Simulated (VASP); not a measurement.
# AlN (Cm) in VASP: notebook

AlN is run at these levels: PBEsol; tasks: single point.

Program: VASP 6.6.1. These are calculated values, not measurements. Logs are shortened: lines on timing, memory, paths and dates and some standing lists are left out, and cuts for length are marked.

**1. The cell of the first run**

It takes space group Cm (No. 8, monoclinic). The conventional cell has a = 5.350 Å, b = 3.089 Å, c = 3.089 Å, α = 90.00°, β = 125.26°, γ = 90.00°. Within 2.4 Å of Al (site symmetry m) lie 4 N at 1.83 to 1.95 Å. Within 2.4 Å of N (site symmetry m) lie 4 Al at 1.83 to 1.95 Å.

**2. Single point, PBEsol**

INCAR reads:

```
  PREC = Accurate
  ENCUT = 520
  EDIFF = 1E-6
  ISMEAR = 0
  SIGMA = 0.05
  LREAL = F
  LASPH = T
  NELM = 100
  ALGO = Normal
  ISIF = 2
  LWAVE = F
  LCHARG = T
  GGA = PS
  LELF = T
  LVHAR = T
  NBANDS = 11
```

KPOINTS reads:

```
Automatic mesh
0
Gamma
  10 10 10
```

POSCAR reads:

```
AlN
1.0
    0.0000000000      2.1839935596      2.1839935596
    2.1839935596      0.0000000000      2.1839935596
    2.1839935596      2.1839935596      0.0000000000
Al N
1 1
Direct
   -0.0242825847      0.0000000000      0.0000000000
    0.7500000000      0.7500000000      0.7500000000
```

Potentials or basis: VASP PAW PBE potentials, release 64 (Al, N).

Launch:

```console
$ cat potpaw_PBE.64/Al/POTCAR potpaw_PBE.64/N/POTCAR > POTCAR
$ mpirun -np 1 vasp_std > vasp.out
```

OUTCAR:

```text
PREC = Accurate
   ENCUT = 520
   EDIFF = 1E-6
   ISMEAR = 0
   LREAL = F
   LASPH = T
   NELM = 100
   ISIF = 2
   GGA = PS

 ion  position               nearest neighbor table
   1  0.976  0.000  0.000-   2 1.83   2 1.89   2 1.89   2 1.95
   2  0.750  0.750  0.750-   1 1.83   1 1.89   1 1.89   1 1.95

  LATTYP: Found a face centered cubic cell.
 ALAT       =     4.3679871192

  Lattice vectors:

 A1 = (   0.0000000000,   2.1839935596,   2.1839935596)
 A2 = (   2.1839935596,   0.0000000000,   2.1839935596)
 A3 = (   2.1839935596,   2.1839935596,   0.0000000000)

Analysis of symmetry for initial positions (statically):
=====================================================================
 Subroutine PRICEL returns:
 Original cell was already a primitive cell.

 Routine SETGRP: Setting up the symmetry group for a
 face centered cubic supercell.

 Subroutine GETGRP returns: Found  2 space group operations
 (whereof  2 operations were pure point group operations)
 out of a pool of 48 trial point group operations.

The static configuration has the point symmetry C_1h.

Analysis of symmetry for dynamics (positions and initial velocities):
=====================================================================
 Subroutine PRICEL returns:
 Original cell was already a primitive cell.

 Routine SETGRP: Setting up the symmetry group for a
 face centered cubic supercell.

 Subroutine GETGRP returns: Found  2 space group operations
 (whereof  2 operations were pure point group operations)
 out of a pool of 48 trial point group operations.

The dynamic configuration has the point symmetry C_1h.

 Subroutine INISYM returns: Found  2 space group operations
 (whereof  2 operations are pure point group operations),
 and found     1 'primitive' translations

----------------------------------------------------------------------------------------

                                     Primitive cell

  volume of cell :      20.8345

  direct lattice vectors                    reciprocal lattice vectors
     0.000000000  2.183993560  2.183993560    -0.228938404  0.228938404  0.228938404
     2.183993560  0.000000000  2.183993560     0.228938404 -0.228938404  0.228938404
     2.183993560  2.183993560  0.000000000     0.228938404  0.228938404 -0.228938404

  length of vectors
     3.088633312  3.088633312  3.088633312     0.396532948  0.396532948  0.396532948

  position of ions in fractional coordinates (direct lattice)
     0.975717415  0.000000000  0.000000000
     0.750000000  0.750000000  0.750000000

  ion indices of the primitive-cell ions
   primitive index   ion index
                 1           1
                 2           2

----------------------------------------------------------------------------------------

 KPOINTS: Automatic mesh

Automatic generation of k-mesh.
 Grid dimensions read from file:
 generate k-points for:   10   10   10

 Generating k-lattice:

  Cartesian coordinates                     Fractional coordinates (reciprocal lattice)
    -0.022893840  0.022893840  0.022893840     0.100000000  0.000000000  0.000000000
     0.022893840 -0.022893840  0.022893840     0.000000000  0.100000000  0.000000000
     0.022893840  0.022893840 -0.022893840     0.000000000  0.000000000  0.100000000

  Length of vectors
     0.039653295  0.039653295  0.039653295

  Shift w.r.t. Gamma in fractional coordinates (k-lattice)
     0.000000000  0.000000000  0.000000000

 Subroutine IBZKPT returns following result:
 ===========================================

 Found    282 irreducible k-points:

 Following reciprocal coordinates:
            Coordinates               Weight
  0.000000  0.000000  0.000000      1.000000
  0.100000  0.000000  0.000000      2.000000
  0.000000  0.100000  0.000000      4.000000
  0.100000  0.100000  0.100000      2.000000
  0.200000  0.000000  0.000000      2.000000
  0.000000  0.200000  0.000000      4.000000
[... 16 lines left out ...]
  0.200000  0.100000  0.200000      4.000000
  0.100000 -0.100000 -0.100000      2.000000
 [... further k-points ...]
   k-points           NKPTS =    282   k-points in BZ     NKDIM =    282   number of bands    NBANDS=     11
   number of dos      NEDOS =    301   number of ions     NIONS =      2
   total plane-waves  NPLWV =  13824
   dimension x,y,z NGX =    24 NGY =   24 NGZ =   24
   dimension x,y,z NGXF=    48 NGYF=   48 NGZF=   48
   ions per type =               1   1
   NGX,Y,Z   is equivalent  to a cutoff of  12.92, 12.92, 12.92 a.u.
   NGXF,Y,Z  is equivalent  to a cutoff of  25.84, 25.84, 25.84 a.u.
 SYSTEM =  unknown system
   PREC   = accura    normal or accurate (medium, high low for compatibility)
   ISTART =      0    job   : 0-new  1-cont  2-samecut
   ICHARG =      2    charge: 1-file 2-atom 10-const
   ISPIN  =      1    spin polarized calculation?
   LNONCOLLINEAR =      F non collinear calculations
   LSORBIT =      F    spin-orbit coupling
   LASPH  =      T    aspherical Exc in radial PAW
   ENCUT  =  520.0 eV  38.22 Ry    6.18 a.u.   5.74  5.74  5.74*2*pi/ulx,y,z
   NELM   =    100;   NELMIN=  2; NELMDL= -5     # of ELM steps
   EDIFF  = 0.1E-05   stopping-criterion for ELM
   LREAL  =      F    real-space projection
   EDIFFG = 0.1E-04   stopping-criterion for IOM
   NSW    =      0    number of steps for IOM
   IBRION =     -1    ionic relax: 0-MD 1-quasi-New 2-CG
   NFREE  =      0    steps in history (QN), initial steepest desc. (CG)
   ISIF   =      2    stress and relaxation
   ISYM   =      2    0-nonsym 1-usesym 2-fastsym
   POTIM  = 0.5000    time-step for ionic-motion
   TEBEG  =    0.0;   TEEND  =   0.0 temperature during run
   PSTRESS=    0.0 pullay stress
   NELECT =       8.0000    total number of electrons
   NUPDOWN=      -1.0000    fix difference up-down
   EMIN   =  10.00;   EMAX   =-10.00  energy-range for DOS
   EFERMI =   0.00;   METHOD = LEGACY
   ISMEAR =     0;   SIGMA  =   0.05  broadening in eV -4-tet -1-fermi 0-gaus
   EFERMI_NEDOS =   21; number of points for ismear=-14 and -15
   IALGO  =     38    algorithm
   IMIX   =      4    mixing-type and parameters
     AMIX     =   0.40;   BMIX     =  1.00
     AMIX_MAG =   1.60;   BMIX_MAG =  1.00
  volume/ion in A,a.u.               =      10.42        70.30
  Fermi-wavevector in a.u.,A,eV,Ry     =   1.189899  2.248583 19.263943  1.415860
  Thomas-Fermi vector in A             =   2.325996
   LORBIT       =      0    0 simple, 1 ext, 2 COOP (PROOUT), +10 PAW based schemes
   GGA     = PS    functional components
   LHFCALC =     F    Hartree Fock is set to
   AEXX    =    0.0000 exact exchange contribution
   IVDW    =     0    specifies the selected vdW correction
   LEPSILON=     F    determine dielectric tensor
   LRPA    =     F    only Hartree local field effects (RPA)
 non-spin polarized calculation
 Gauss-broadening in eV      SIGMA  =   0.05
  energy-cutoff  :      520.00
  volume of cell :       20.83
 maximum number of plane-waves:       571
   NGX = 11   NGY = 11   NGZ = 11

 number of electron       8.0000000 magnetization

 Free energy of the ion-electron system (eV)
  ---------------------------------------------------
  ext. energy  EPLUGINS =         0.00000000
  ---------------------------------------------------
  free energy    TOTEN  =       -15.56924979 eV

  energy without entropy =      -15.56924979  energy(sigma->0) =      -15.56924979

 E-fermi :   6.3391     XC(G=0): -11.1285

 val. band max:        6.0702944720   @ k =   0.0000   0.0000   0.0000
 cond. band min:       9.0596944288   @ k =   0.0000   0.5000   0.5000
 fundamental gap:      2.9893999568
 Fermi energy:         6.3391263530

 k-point     1 :       0.0000    0.0000    0.0000
  band No.  band energies     occupation
      1      -9.0821      2.00000
      2       5.6771      2.00000
      3       5.8764      2.00000
      4       6.0703      2.00000
      5       9.9978      0.00000
      6      18.3285      0.00000
      7      18.3423      0.00000
      8      18.3762      0.00000
      9      23.4250      0.00000
     10      23.4462      0.00000
     11      24.5496      0.00000

 k-point     2 :       0.1000    0.0000    0.0000
  band No.  band energies     occupation
      1      -8.9349      2.00000
      2       5.1928      2.00000
      3       5.6480      2.00000
      4       5.8241      2.00000
      5      10.6978      0.00000
      6      17.9247      0.00000
      7      18.4385      0.00000
      8      18.5126      0.00000
      9      22.2614      0.00000
     10      22.2845      0.00000
     11      23.8430      0.00000

 k-point     3 :       0.0000    0.1000    0.0000
  band No.  band energies     occupation
      1      -8.9342      2.00000
      2       5.0366      2.00000
      3       5.6759      2.00000
      4       5.9886      2.00000
      5      10.6611      0.00000
      6      17.8981      0.00000
      7      18.4603      0.00000
      8      18.5629      0.00000
      9      22.1637      0.00000
     10      22.2137      0.00000
     11      24.0050      0.00000

 k-point     4 :       0.1000    0.1000    0.1000
  band No.  band energies     occupation
      1      -8.9335      2.00000
      2       4.9008      2.00000
      3       5.8253      2.00000
      4       6.0086      2.00000
      5      10.6268      0.00000
      6      17.9538      0.00000
      7      18.4975      0.00000
      8      18.5131      0.00000
      9      22.0805      0.00000
     10      22.1139      0.00000
     11      24.1790      0.00000

 k-point     5 :       0.2000    0.0000    0.0000
  band No.  band energies     occupation
      1      -8.5155      2.00000
      2       3.5471      2.00000
      3       5.5157      2.00000
      4       5.6936      2.00000
      5      11.8512      0.00000
      6      17.1386      0.00000
      7      18.2850      0.00000
      8      18.4139      0.00000
      9      21.7869      0.00000
     10      21.8390      0.00000
     11      23.0205      0.00000
[... 211 lines left out ...]
 k-point    21 :       0.1000    0.0000    0.2000
  band No.  band energies     occupation
      1      -8.5542      2.00000
      2       3.8412      2.00000
      3       5.3324      2.00000
      4       5.7466      2.00000
      5      11.7156      0.00000
      6      17.1177      0.00000
      7      18.1359      0.00000
      8      18.8698      0.00000
      9      19.8556      0.00000
     10      23.2942      0.00000
     11      24.7375      0.00000

 k-point    22 :       0.1000    0.1000   -0.1000
  band No.  band energies     occupation
      1      -8.5554      2.00000
      2       3.9031      2.00000
      3       5.3779      2.00000
      4       5.6035      2.00000
      5      11.7550      0.00000
      6      17.0761      0.00000
      7      18.2002      0.00000
      8      18.7736      0.00000
      9      19.9016      0.00000
     10      23.3985      0.00000
     11      24.8203      0.00000

 k-point    23 :       0.2000    0.1000    0.2000
  band No.  band energies     occupation
      1      -8.5535      2.00000
      2       3.7846      2.00000
      3       5.5238      2.00000
      4       5.6288      2.00000
      5      11.6992      0.00000
      6      17.1207      0.00000
      7      18.2323      0.00000
      8      18.8592      0.00000
      9      19.7392      0.00000
     10      23.2073      0.00000
     11      24.9492      0.00000

 k-point    24 :       0.1000   -0.1000   -0.1000
  band No.  band energies     occupation
      1      -8.5568      2.00000
      2       3.9890      2.00000
      3       5.3998      2.00000
      4       5.4613      2.00000
      5      11.7901      0.00000
      6      17.0887      0.00000
      7      18.1385      0.00000
      8      18.7187      0.00000
      9      20.0003      0.00000
     10      23.5328      0.00000
     11      24.6625      0.00000

 [... further k-points ...]
[... 5 lines left out ...]
  --------------------------------------------------------------------------------------
  -------------------------------------------------------------------------------------
  Total        0.3145275      0.2407588      0.2407588      0.5062371      0.1086734      0.5062371
  in kB       24.1871775     18.5143612     18.5143612     38.9296478      8.3569900     38.9296477
  external PRESSURE =      20.4053000 kB  Pullay stress =       0.0000000 kB

 VOLUME and BASIS-vectors are now :
 -----------------------------------------------------------------------------
  energy-cutoff  :      520.00
  volume of cell :       20.83
      direct lattice vectors                 reciprocal lattice vectors
     0.000000000  2.183993560  2.183993560    -0.228938404  0.228938404  0.228938404
     2.183993560  0.000000000  2.183993560     0.228938404 -0.228938404  0.228938404
     2.183993560  2.183993560  0.000000000     0.228938404  0.228938404 -0.228938404

 POSITION                                       TOTAL-FORCE (eV/Angst)
 -----------------------------------------------------------------------------------
      0.00000      2.13096      2.13096         0.174718      0.786042      0.786042
      3.27599      3.27599      3.27599        -0.174718     -0.786042     -0.786042
 -----------------------------------------------------------------------------------
    total drift:                                0.000024     -0.000008     -0.000008

  FREE ENERGIE OF THE ION-ELECTRON SYSTEM (eV)
  ---------------------------------------------------
  free  energy   TOTEN  =       -15.5692497857 eV

  energy  without entropy=      -15.5692497857  energy(sigma->0) =      -15.56924979
```

Wall time 70 s (1 thread of Intel Xeon 8259CL, shared host); peak memory 0.18 GiB.

Results:

```
Free energy            : -15.5692 eV
Pressure               : 2.0 GPa
Largest force          : 1.125 eV/Å
Band gap on the k mesh : 2.99 eV, indirect (least direct gap 3.93 eV)
```

Forces on the atoms (eV/Å):
```
Al   0.175  0.786  0.786
N   -0.175 -0.786 -0.786
```

Stress tensor (GPa, compression positive):
```
2.42 3.89 3.89
3.89 1.85 0.84
3.89 0.84 1.85
```

Levels at points of the mesh, in eV from the valence-band top:
```csv
k point,band 2,band 3,band 4,band 5,band 6,band 7
"(0.00, 0.00, 0.00)",-0.39,-0.19,0.00,3.93,12.26,12.27
"(0.50, 0.00, 0.00)",-6.02,-0.85,-0.68,7.15,9.62,10.74
"(0.00, 0.50, 0.00)",-6.11,-0.81,-0.53,7.07,9.55,10.75
"(0.50, 0.50, 0.50)",-6.18,-0.67,-0.51,7.02,9.49,10.83
"(0.50, 0.50, 0.00)",-5.14,-2.08,-1.88,2.99,8.27,13.64
"(0.00, 0.50, 0.50)",-5.14,-1.98,-1.97,2.99,8.25,13.64
```

Caveat: the cell differs from its parent crystal (all Al atoms moved +0.075 Å, as atom 1 towards its neighbour atom 1 (Al) at 3.089 Å); the PAW data sets were made with another functional, which shifts forces and pressure a little. A k mesh can miss the band edges.

**3. Single point, PBEsol**

INCAR reads:

```
ALGO = Normal
EDIFF = 1E-6
ENCUT = 520
GGA = PS
ISIF = 2
ISMEAR = 0
LASPH = True
LCHARG = False
LREAL = False
LWAVE = False
NBANDS = 11
NELM = 100
PREC = Accurate
SIGMA = 0.05
```

KPOINTS reads:

```
k-points
0
Gamma
  10 10 10
```

POSCAR: that of step 2 with these lines changed.

```diff
@@ -8,3 +8,3 @@
 Direct
-   -0.0242825847      0.0000000000      0.0000000000
+   -0.0364238770      0.0000000000      0.0000000000
     0.7500000000      0.7500000000      0.7500000000
```

Potentials or basis: VASP PAW PBE potentials, release 64 (Al, N).

Launch:

```console
$ cat potpaw_PBE.64/Al/POTCAR potpaw_PBE.64/N/POTCAR > POTCAR
$ mpirun -np 1 vasp_std > vasp.out
```

Wall time 61 s (1 thread of Intel Xeon 8259CL, shared host); peak memory 0.18 GiB.

The run converged. Its results:

| Item | Value |
| --- | --- |
| Free energy | -15.5168 eV |
| Pressure | 2.9 GPa |
| Largest force | 1.734 eV/Å |
| Band gap on the k mesh | 2.89 eV, indirect (least direct gap 3.82 eV) |

Forces on the atoms (eV/Å):
```
Al   0.395  1.194  1.194
N   -0.395 -1.194 -1.194
```

Stress tensor (GPa, compression positive):
```
3.81 5.96 5.96
5.96 2.51 1.87
5.96 1.87 2.51
```

Levels at points of the mesh, in eV from the valence-band top:
```
           k point  band 1  band 2  band 3  band 4  band 5  band 6  band 7  band 8  band 9
(0.00, 0.00, 0.00)  -15.25   -0.59   -0.29    0.00    3.82   12.16   12.18   12.23   17.22
(0.50, 0.00, 0.00)  -13.19   -6.07   -1.03   -0.77    7.07    9.54   10.60   10.81   17.43
(0.00, 0.50, 0.00)  -13.16   -6.20   -0.97   -0.56    6.95    9.44   10.62   10.94   17.43
(0.50, 0.50, 0.50)  -13.14   -6.31   -0.75   -0.52    6.88    9.35   10.74   10.90   17.45
(0.50, 0.50, 0.00)  -12.52   -5.23   -2.22   -1.93    2.90    8.16   13.51   15.32   15.41
(0.00, 0.50, 0.50)  -12.52   -5.24   -2.07   -2.04    2.89    8.12   13.51   15.37   15.41
```

Caveat: the cell differs from its parent crystal (all Al atoms moved +0.113 Å, as atom 1 towards its neighbour atom 1 (Al) at 3.089 Å); the PAW data sets were made with another functional, which shifts forces and pressure a little. A k mesh can miss the band edges.

**4. Single point, PBEsol**

INCAR reads:

```
SYSTEM = AlN
PREC = Accurate ; ENCUT = 520
EDIFF = 1E-6 ; ISMEAR = 0
SIGMA = 0.05 ; LREAL = .FALSE.
LASPH = .TRUE. ; NELM = 60
ALGO = Normal ; ISIF = 2
LWAVE = .FALSE. ; LCHARG = .FALSE.
GGA = PS ; NBANDS = 11
```

KPOINTS reads:

```
regular mesh
0
G
  10 10 10
  0 0 0
```

POSCAR: that of step 3 with these lines changed.

```diff
@@ -8,3 +8,3 @@
 Direct
-   -0.0364238770      0.0000000000      0.0000000000
+   -0.0121412923      0.0000000000      0.0000000000
     0.7500000000      0.7500000000      0.7500000000
```

Launch:

```console
$ cat potpaw_PBE.64/Al/POTCAR potpaw_PBE.64/N/POTCAR > POTCAR
$ mpirun -np 1 vasp_std > vasp.out
```

Wall time 61 s (1 thread of Intel Xeon 8259CL, shared host); peak memory 0.18 GiB.

The run converged. Its results:

* Free energy: -15.6004 eV
* Pressure: 1.5 GPa
* Largest force: 0.553 eV/Å
* Band gap on the k mesh: 3.09 eV, indirect (least direct gap 4.03 eV)

Forces on the atoms (eV/Å):
```
Al   0.044  0.390  0.390
N   -0.044 -0.390 -0.390
```

Stress tensor (GPa, compression positive):
```
1.60 1.92 1.92
1.92 1.46 0.21
1.92 0.21 1.46
```

Levels at points of the mesh, in eV from the valence-band top:
```tsv
k point	band 2	band 3	band 4	band 5	band 6	band 7
(0.00, 0.00, 0.00)	-0.20	-0.10	0.00	4.03	12.36	12.37
(0.50, 0.00, 0.00)	-5.97	-0.67	-0.58	7.22	9.69	10.89
(0.00, 0.50, 0.00)	-6.01	-0.65	-0.51	7.18	9.66	10.89
(0.50, 0.50, 0.50)	-6.05	-0.58	-0.50	7.15	9.63	10.93
(0.50, 0.50, 0.00)	-5.04	-1.94	-1.84	3.09	8.38	13.77
(0.00, 0.50, 0.50)	-5.05	-1.89	-1.88	3.09	8.38	13.77
```

Caveat: the cell differs from its parent crystal (all Al atoms moved +0.037 Å, as atom 1 towards its neighbour atom 1 (Al) at 3.089 Å); the PAW data sets were made with another functional, which shifts forces and pressure a little.
